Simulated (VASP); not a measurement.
Crystal: Ru.

```xyz
2
Lattice="2.7058 0.0000 0.0000 -1.3529 2.3433 0.0000 0.0000 0.0000 4.2819" Properties=species:S:1:pos:R:3 pbc="T T T"
Ru    1.3529    0.7811    3.2114
Ru    0.0000    1.5622    1.0705
```

Program: VASP 6.6.1. Alike in all runs: task single point; cell as given; cutoff (eV) 520.

Task: Order these runs on this cell by their pressure, lowest first.
A. level PBEsol; potentials or basis VASP PAW PBE potentials, release 64 (Ru_pv); spin non-collinear, zero start, SOC; k mesh 11 × 11 × 6; smearing fermi-dirac 0.05 eV
B. level B3LYP5; potentials or basis VASP PAW PBE potentials, release 64 (Ru_pv); spin off; k mesh 6 × 6 × 3; smearing fermi-dirac 0.05 eV; grid for exact exchange (PRECFOCK) Normal
C. level LDA; potentials or basis VASP PAW LDA potentials, release 64 (Ru_pv); spin off; k mesh 11 × 11 × 6; smearing fermi-dirac 0.05 eV
D. level r2SCAN+rVV10; potentials or basis VASP PAW PBE potentials, release 64 (Ru_pv); spin off; k mesh 11 × 11 × 6; smearing fermi-dirac 0.05 eV
E. level PBE; potentials or basis VASP PAW PBE potentials, release 64 (Ru_pv); spin off; k mesh 11 × 11 × 6; smearing gaussian 0.028 eV

Result: C (-11.5 GPa), A (-6.1 GPa), D (-2.7 GPa), E (4.4 GPa), B (7.3 GPa).

Caveats: some runs use coarse meshes; the PAW data sets were made with another functional, which shifts forces and pressure a little (some runs).
